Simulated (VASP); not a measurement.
# LiF in VASP: further runs

Runs on LiF. Level: PBE. Tasks: single point.

Program: VASP 6.6.1. These are calculated values, not measurements. Logs are shortened: lines on timing, memory, paths and dates and some standing lists are left out, and cuts for length are marked.

**1. The cell of the first run**

Symmetry: Aem2, No. 39, orthorhombic system. The conventional cell has a = 5.352 Å, b = 8.494 Å, c = 4.754 Å, α = 90.00°, β = 90.00°, γ = 90.00°. Within 2.3 Å of Li (site symmetry 1) lie 4 F at 1.72 to 1.78 Å. Within 2.3 Å of Li (site symmetry m) lie 4 F at 1.76 to 1.78 Å. F (site symmetry 1) has 4 Li at 1.72 to 1.78 Å within 2.3 Å. Within 2.3 Å of F (site symmetry m) lie 4 Li at 1.76 to 1.78 Å.

**2. Single point, PBE**

File INCAR:

```
ALGO = Normal
EDIFF = 1E-7
ENCUT = 520
GGA = PE
ISIF = 2
ISMEAR = 0
LASPH = True
LCHARG = False
LREAL = False
LWAVE = False
NBANDS = 42
NELM = 80
PREC = Accurate
SIGMA = 0.1
```

File KPOINTS:

```
k-points
0
Gamma
  4 4 4
```

File POSCAR:

```
LiF
1.0
    5.3517178700      0.0000000000      0.0000000000
    0.0000000000      4.2472160700      2.3772296200
    0.0000000000     -4.2472160700      2.3772296200
Li F
6 6
Direct
    0.3487267900      0.4091179000      0.2158749400
    0.6512732100      0.2158749400      0.4091179000
    0.3487267900      0.7158749400      0.9091179000
    0.6512732100      0.9091179000      0.7158749400
    0.8434396700      0.5627219200      0.0627219200
    0.1565603300      0.0627219200      0.5627219200
    0.6512732100      0.2841250600      0.0908821000
    0.3487267900      0.0908821000      0.2841250600
    0.6512732100      0.5908821000      0.7841250600
    0.3487267900      0.7841250600      0.5908821000
    0.1565603300      0.4372780800      0.9372780800
    0.8434396700      0.9372780800      0.4372780800
```

Potentials or basis: VASP PAW PBE potentials, release 64 (Li_sv, F).

Run with:

```console
cat potpaw_PBE.64/Li_sv/POTCAR potpaw_PBE.64/F/POTCAR > POTCAR
mpirun -np 1 vasp_std > vasp.out
```

OUTCAR:

```text
EDIFF = 1E-7
   ENCUT = 520
   GGA = PE
   ISIF = 2
   ISMEAR = 0
   LASPH = True
   LREAL = False
   NELM = 80
   PREC = Accurate

 ion  position               nearest neighbor table
   1  0.349  0.409  0.216-   7 1.72   8 1.75  11 1.76  10 1.78   2 2.31
   2  0.651  0.216  0.409-   8 1.72   7 1.75  12 1.76   9 1.78   1 2.31
   3  0.349  0.716  0.909-   9 1.72  10 1.75  11 1.76   8 1.78   4 2.31
   4  0.651  0.909  0.716-  10 1.72   9 1.75  12 1.76   7 1.78   3 2.31
   5  0.843  0.563  0.063-   7 1.76   9 1.76  11 1.78  12 1.78
   6  0.157  0.063  0.563-   8 1.76  10 1.76  12 1.78  11 1.78
   7  0.651  0.284  0.091-   1 1.72   2 1.75   5 1.76   4 1.78
   8  0.349  0.091  0.284-   2 1.72   1 1.75   6 1.76   3 1.78
   9  0.651  0.591  0.784-   3 1.72   4 1.75   5 1.76   2 1.78
  10  0.349  0.784  0.591-   4 1.72   3 1.75   6 1.76   1 1.78
  11  0.157  0.437  0.937-   1 1.76   3 1.76   5 1.78   6 1.78
  12  0.843  0.937  0.437-   2 1.76   4 1.76   6 1.78   5 1.78

  LATTYP: Found a base centered orthorhombic cell.
 ALAT       =     4.7544592400
 B/A-ratio  =     1.7866242429
 C/A-ratio  =     1.1256207278

  Lattice vectors:

 A1 = (   0.0000000000,   4.2472160700,   2.3772296200)
 A2 = (   0.0000000000,  -4.2472160700,   2.3772296200)
 A3 = (   5.3517178700,   0.0000000000,   0.0000000000)

Analysis of symmetry for initial positions (statically):
=====================================================================
 Subroutine PRICEL returns:
 Original cell was already a primitive cell.

 Routine SETGRP: Setting up the symmetry group for a
 base centered orthorhombic supercell.

 Subroutine GETGRP returns: Found  4 space group operations
 (whereof  2 operations were pure point group operations)
 out of a pool of  8 trial point group operations.

The static configuration has the point symmetry C_2 .
 The point group associated with its full space group is C_2v.

Analysis of symmetry for dynamics (positions and initial velocities):
=====================================================================
 Subroutine PRICEL returns:
 Original cell was already a primitive cell.

 Routine SETGRP: Setting up the symmetry group for a
 base centered orthorhombic supercell.

 Subroutine GETGRP returns: Found  4 space group operations
 (whereof  2 operations were pure point group operations)
 out of a pool of  8 trial point group operations.

The dynamic configuration has the point symmetry C_2 .
 The point group associated with its full space group is C_2v.

 Subroutine INISYM returns: Found  4 space group operations
 (whereof  2 operations are pure point group operations),
 and found     1 'primitive' translations

----------------------------------------------------------------------------------------

                                     Primitive cell

  volume of cell :     108.0684

  direct lattice vectors                    reciprocal lattice vectors
     5.351717870  0.000000000  0.000000000     0.186855889  0.000000000  0.000000000
     0.000000000  4.247216070  2.377229620     0.000000000  0.117724173  0.210328862
     0.000000000 -4.247216070  2.377229620     0.000000000 -0.117724173  0.210328862

  length of vectors
     5.351717870  4.867244088  4.867244088     0.186855889  0.241033630  0.241033630

  position of ions in fractional coordinates (direct lattice)
     0.348726790  0.409117900  0.215874940
     0.651273210  0.215874940  0.409117900
     0.348726790  0.715874940  0.909117900
     0.651273210  0.909117900  0.715874940
     0.843439670  0.562721920  0.062721920
     0.156560330  0.062721920  0.562721920
     0.651273210  0.284125060  0.090882100
     0.348726790  0.090882100  0.284125060
     0.651273210  0.590882100  0.784125060
     0.348726790  0.784125060  0.590882100
     0.156560330  0.437278080  0.937278080
     0.843439670  0.937278080  0.437278080

  ion indices of the primitive-cell ions
   primitive index   ion index
                 1           1
                 2           2
                 3           3
                 4           4
                 5           5
                 6           6
                 7           7
                 8           8
                 9           9
                10          10
                11          11
                12          12

----------------------------------------------------------------------------------------

 KPOINTS: k-points

Automatic generation of k-mesh.
 Grid dimensions read from file:
 generate k-points for:    4    4    4

 Generating k-lattice:

  Cartesian coordinates                     Fractional coordinates (reciprocal lattice)
     0.046713972  0.000000000  0.000000000     0.250000000  0.000000000  0.000000000
     0.000000000  0.029431043  0.052582215     0.000000000  0.250000000  0.000000000
     0.000000000 -0.029431043  0.052582215     0.000000000  0.000000000  0.250000000

  Length of vectors
     0.046713972  0.060258408  0.060258408

  Shift w.r.t. Gamma in fractional coordinates (k-lattice)
     0.000000000  0.000000000  0.000000000

 Subroutine IBZKPT returns following result:
 ===========================================

 Found     21 irreducible k-points:

 Following reciprocal coordinates:
            Coordinates               Weight
  0.000000  0.000000  0.000000      1.000000
  0.250000  0.000000  0.000000      2.000000
  0.500000  0.000000  0.000000      1.000000
  0.000000  0.250000 -0.000000      4.000000
  0.250000  0.250000 -0.000000      8.000000
  0.500000  0.250000 -0.000000      4.000000
[... 13 lines left out ...]
  0.250000  0.500000  0.500000      2.000000
  0.500000  0.500000  0.500000      1.000000
   k-points           NKPTS =     21   k-points in BZ     NKDIM =     21   number of bands    NBANDS=     42
   number of dos      NEDOS =    301   number of ions     NIONS =     12
   total plane-waves  NPLWV =  51840
   dimension x,y,z NGX =    40 NGY =   36 NGZ =   36
   dimension x,y,z NGXF=    80 NGYF=   72 NGZF=   72
   ions per type =               6   6
   NGX,Y,Z   is equivalent  to a cutoff of  12.43, 12.30, 12.30 a.u.
   NGXF,Y,Z  is equivalent  to a cutoff of  24.85, 24.59, 24.59 a.u.
 SYSTEM =  unknown system
   PREC   = accura    normal or accurate (medium, high low for compatibility)
   ISTART =      0    job   : 0-new  1-cont  2-samecut
   ICHARG =      2    charge: 1-file 2-atom 10-const
   ISPIN  =      1    spin polarized calculation?
   LNONCOLLINEAR =      F non collinear calculations
   LSORBIT =      F    spin-orbit coupling
   LASPH  =      T    aspherical Exc in radial PAW
   ENCUT  =  520.0 eV  38.22 Ry    6.18 a.u.   9.95  9.05  9.05*2*pi/ulx,y,z
   NELM   =     80;   NELMIN=  2; NELMDL= -5     # of ELM steps
   EDIFF  = 0.1E-06   stopping-criterion for ELM
   LREAL  =      F    real-space projection
   EDIFFG = 0.1E-05   stopping-criterion for IOM
   NSW    =      0    number of steps for IOM
   IBRION =     -1    ionic relax: 0-MD 1-quasi-New 2-CG
   NFREE  =      0    steps in history (QN), initial steepest desc. (CG)
   ISIF   =      2    stress and relaxation
   ISYM   =      2    0-nonsym 1-usesym 2-fastsym
   POTIM  = 0.5000    time-step for ionic-motion
   TEBEG  =    0.0;   TEEND  =   0.0 temperature during run
   PSTRESS=    0.0 pullay stress
   NELECT =      60.0000    total number of electrons
   NUPDOWN=      -1.0000    fix difference up-down
   EMIN   =  10.00;   EMAX   =-10.00  energy-range for DOS
   EFERMI =   0.00;   METHOD = LEGACY
   ISMEAR =     0;   SIGMA  =   0.10  broadening in eV -4-tet -1-fermi 0-gaus
   EFERMI_NEDOS =   21; number of points for ismear=-14 and -15
   IALGO  =     38    algorithm
   IMIX   =      4    mixing-type and parameters
     AMIX     =   0.40;   BMIX     =  1.00
     AMIX_MAG =   1.60;   BMIX_MAG =  1.00
  volume/ion in A,a.u.               =       9.01        60.77
  Fermi-wavevector in a.u.,A,eV,Ry     =   1.345527  2.542677 24.632564  1.810442
  Thomas-Fermi vector in A             =   2.473433
   LORBIT       =      0    0 simple, 1 ext, 2 COOP (PROOUT), +10 PAW based schemes
   GGA     = PE    functional components
   LHFCALC =     F    Hartree Fock is set to
   AEXX    =    0.0000 exact exchange contribution
   IVDW    =     0    specifies the selected vdW correction
   LEPSILON=     F    determine dielectric tensor
   LRPA    =     F    only Hartree local field effects (RPA)
 non-spin polarized calculation
 Gauss-broadening in eV      SIGMA  =   0.10
  energy-cutoff  :      520.00
  volume of cell :      108.07
 maximum number of plane-waves:      2932
 NGX is ok and might be reduce to    40
   NGX = 19   NGY = 19   NGZ = 19

 number of electron      59.9999957 magnetization

 Free energy of the ion-electron system (eV)
  ---------------------------------------------------
  ext. energy  EPLUGINS =         0.00000000
  ---------------------------------------------------
  free energy    TOTEN  =       -56.02659806 eV

  energy without entropy =      -56.02659806  energy(sigma->0) =      -56.02659806

 E-fermi :  -1.0150     XC(G=0):  -9.1273

 val. band max:       -1.5729009028   @ k =   0.0000   0.0000   0.0000
 cond. band min:       5.9372385004   @ k =   0.0000   0.0000   0.0000
 fundamental gap:      7.5101394031
 Fermi energy:        -1.0149622473

 k-point     1 :       0.0000    0.0000    0.0000
  band No.  band energies     occupation
      1     -42.1737      2.00000
      2     -42.0902      2.00000
      3     -42.0641      2.00000
      4     -42.0402      2.00000
      5     -41.9585      2.00000
      6     -41.9418      2.00000
[... 34 lines left out ...]
     41      14.3085      0.00000
     42      14.3591      0.00000

 k-point     2 :       0.2500    0.0000    0.0000
  band No.  band energies     occupation
      1     -42.1716      2.00000
      2     -42.0902      2.00000
      3     -42.0660      2.00000
      4     -42.0402      2.00000
      5     -41.9598      2.00000
      6     -41.9408      2.00000
[... 34 lines left out ...]
     41      14.3997      0.00000
     42      14.5310      0.00000

 k-point     3 :       0.5000    0.0000    0.0000
  band No.  band energies     occupation
      1     -42.1694      2.00000
      2     -42.0901      2.00000
      3     -42.0681      2.00000
      4     -42.0402      2.00000
      5     -41.9608      2.00000
      6     -41.9398      2.00000
[... 34 lines left out ...]
     41      14.9375      0.00000
     42      15.6866      0.00000

 k-point     4 :       0.0000    0.2500   -0.0000
  band No.  band energies     occupation
      1     -42.1610      2.00000
      2     -42.1031      2.00000
      3     -42.0586      2.00000
      4     -42.0433      2.00000
      5     -41.9568      2.00000
      6     -41.9454      2.00000
[... 709 lines left out ...]
     41      14.5406      0.00000
     42      15.8467      0.00000

 k-point    20 :       0.2500    0.5000    0.5000
  band No.  band energies     occupation
      1     -42.1414      2.00000
      2     -42.1151      2.00000
      3     -42.0697      2.00000
      4     -42.0391      2.00000
      5     -41.9617      2.00000
      6     -41.9416      2.00000
[... 34 lines left out ...]
     41      14.6717      0.00000
     42      15.8376      0.00000

 k-point    21 :       0.5000    0.5000    0.5000
  band No.  band energies     occupation
      1     -42.1413      2.00000
      2     -42.1154      2.00000
      3     -42.0672      2.00000
      4     -42.0391      2.00000
      5     -41.9645      2.00000
      6     -41.9411      2.00000
[... 34 lines left out ...]
     41      15.0494      0.00000
     42      15.6520      0.00000

------------------------ aborting loop because EDIFF is reached ----------------------------------------

  FORCE on cell =-STRESS in cart. coord.  units (eV):
  Direction    XX          YY          ZZ          XY          YZ          ZX
  --------------------------------------------------------------------------------------
  -------------------------------------------------------------------------------------
  Total       12.6775764     14.3201889      8.4101095      0.0000000      0.0000000      0.0000000
  in kB      187.9525082    212.3052020    124.6848080      0.0000000      0.0000000      0.0000000
  external PRESSURE =     174.9808394 kB  Pullay stress =       0.0000000 kB

 VOLUME and BASIS-vectors are now :
 -----------------------------------------------------------------------------
  energy-cutoff  :      520.00
  volume of cell :      108.07
      direct lattice vectors                 reciprocal lattice vectors
     5.351717870  0.000000000  0.000000000     0.186855889  0.000000000  0.000000000
     0.000000000  4.247216070  2.377229620     0.000000000  0.117724173  0.210328862
     0.000000000 -4.247216070  2.377229620     0.000000000 -0.117724173  0.210328862

 POSITION                                       TOTAL-FORCE (eV/Angst)
 -----------------------------------------------------------------------------------
      1.86629      0.82074      1.48575        -0.519597      0.161323      0.176406
      3.48543     -0.82074      1.48575         0.519597     -0.161323      0.176406
      1.86629     -0.82074      3.86298        -0.519597     -0.161323      0.176406
      3.48543      0.82074      3.86298         0.519597      0.161323      0.176406
      4.51385      2.12361      1.48682         0.069860     -0.000000     -0.033097
      0.83787     -2.12361      1.48682        -0.069860     -0.000000     -0.033097
      3.48543      0.82074      0.89148         1.326352      0.611702     -0.156795
      1.86629     -0.82074      0.89148        -1.326352     -0.611702     -0.156795
      3.48543     -0.82074      3.26871         1.326352     -0.611702     -0.156795
      1.86629      0.82074      3.26871        -1.326352      0.611702     -0.156795
      0.83787     -2.12361      3.26764        -0.207864     -0.000000     -0.006124
      4.51385      2.12361      3.26764         0.207864     -0.000000     -0.006124
 -----------------------------------------------------------------------------------
    total drift:                               -0.000000     -0.000002     -0.001110

  FREE ENERGIE OF THE ION-ELECTRON SYSTEM (eV)
  ---------------------------------------------------
  free  energy   TOTEN  =       -56.0265980620 eV

  energy  without entropy=      -56.0265980620  energy(sigma->0) =      -56.02659806
```

Run time: 45 s. Hardware: 1 thread of Intel Xeon 6975P-C (Granite Rapids), shared host; peak memory 0.24 GiB.

What came out:

```yaml
Free_energy: -56.0266 eV
Largest_force: 1.469 eV/Å
Band_gap_on_the_k_mesh: 7.51 eV, direct
```

Forces in eV/Å, atoms in the order of the input:
```
Li  -0.520  0.161  0.176
Li   0.520 -0.161  0.176
Li  -0.520 -0.161  0.176
Li   0.520  0.161  0.176
Li   0.070  0.000 -0.033
Li  -0.070  0.000 -0.033
F    1.326  0.612 -0.157
F   -1.326 -0.612 -0.157
F    1.326 -0.612 -0.157
F   -1.326  0.612 -0.157
F   -0.208  0.000 -0.006
F    0.208  0.000 -0.006
```

Caveat: the cutoff is under 1.25 times the usual one of these potentials, so pressure, stress and relaxed cells hold a basis-set (Pulay) error; forces of over 1 eV/Å act on the atoms, so gaps and moduli don't describe the material at rest. A k mesh can miss the band edges.

**3. Single point, PBE**

This run uses another cell than the first one, of 10.99 Å³/atom, 1.220 times its volume.

File INCAR:

```
SYSTEM = LiF
PREC = Accurate ; ENCUT = 520
EDIFF = 1E-6 ; ISMEAR = 0
SIGMA = 0.1 ; LREAL = .FALSE.
LASPH = .TRUE. ; NELM = 100
ALGO = Normal ; ISIF = 2
LWAVE = .FALSE. ; LCHARG = .TRUE.
GGA = PE ; LELF = .TRUE.
LVHAR = .TRUE. ; NBANDS = 42
```

File KPOINTS:

```
Automatic mesh
0
G
  4 4 4
  0 0 0
```

File POSCAR:

```
LiF
1.0
    0.0000000000      0.0000000000     -4.8460593427
    0.0000000000      4.8649137800      2.4230296714
    5.5928834193      0.0000000000      0.0000000000
Li F
6 6
Direct
    0.2111211961      0.8127822587      0.3390960989
    0.3983389374      0.1872177413      0.6609039011
    0.8983389374      0.1872177413      0.3390960989
    0.7111211961      0.8127822587      0.6609039011
    0.0550348517      0.5000000000      0.8426206746
    0.5550348517      0.5000000000      0.1573793254
    0.1009130769      0.8117462803      0.6739159821
    0.2891667966      0.1882537197      0.3260840179
    0.7891667966      0.1882537197      0.6739159821
    0.6009130769      0.8117462803      0.3260840179
    0.9454251413      0.5000000000      0.1670115080
    0.4454251413      0.5000000000      0.8329884920
```

Potentials or basis: VASP PAW PBE potentials, release 64 (Li_sv, F).

Run with:

```console
cat potpaw_PBE.64/Li_sv/POTCAR potpaw_PBE.64/F/POTCAR > POTCAR
mpirun -np 1 vasp_std > vasp.out
```

Wall time 48 s (1 thread of Intel Xeon 6975P-C (Granite Rapids), shared host); peak memory 0.26 GiB.

The run converged. Its results:

```yaml
Free_energy: -57.5710 eV
Largest_force: 0.007 eV/Å
Band_gap_on_the_k_mesh: 7.23 eV, direct
```

Forces in eV/Å, atoms in the order of the input:
```
Li   0.000 -0.002  0.004
Li   0.000  0.002  0.004
Li   0.000  0.002  0.004
Li   0.000 -0.002  0.004
Li   0.001  0.000  0.002
Li  -0.001  0.000  0.002
F   -0.003  0.004 -0.005
F    0.003 -0.004 -0.005
F   -0.003 -0.004 -0.005
F    0.003  0.004 -0.005
F   -0.005  0.000  0.000
F    0.005  0.000  0.000
```

Levels at points of the mesh, in eV from the valence-band top:
| k point | band 26 | band 27 | band 28 | band 29 | band 30 | band 31 | band 32 | band 33 | band 34 | band 35 |
| --- | --- | --- | --- | --- | --- | --- | --- | --- | --- | --- |
| (0.00, 0.00, 0.00) | -0.34 | -0.21 | -0.09 | -0.08 | 0.00 | 7.23 | 10.77 | 11.82 | 12.56 | 12.76 |
| (0.50, 0.00, 0.00) | -0.44 | -0.29 | -0.29 | -0.19 | -0.19 | 9.20 | 9.20 | 10.93 | 10.93 | 11.86 |
| (0.00, 0.50, 0.00) | -0.33 | -0.31 | -0.26 | -0.24 | -0.24 | 8.67 | 9.18 | 11.74 | 11.79 | 12.38 |
| (0.00, 0.00, 0.50) | -0.39 | -0.18 | -0.17 | -0.15 | -0.10 | 8.09 | 9.08 | 12.39 | 12.55 | 12.70 |
| (0.50, 0.00, 0.50) | -0.49 | -0.31 | -0.31 | -0.23 | -0.23 | 9.46 | 9.46 | 10.34 | 10.34 | 11.41 |
| (0.00, 0.50, 0.50) | -0.43 | -0.42 | -0.30 | -0.28 | -0.08 | 8.93 | 9.80 | 10.35 | 11.17 | 12.36 |

Caveat: the cutoff is under 1.25 times the usual one of these potentials, so pressure, stress and relaxed cells hold a basis-set (Pulay) error.

(Part 1 of 2 ends here.)
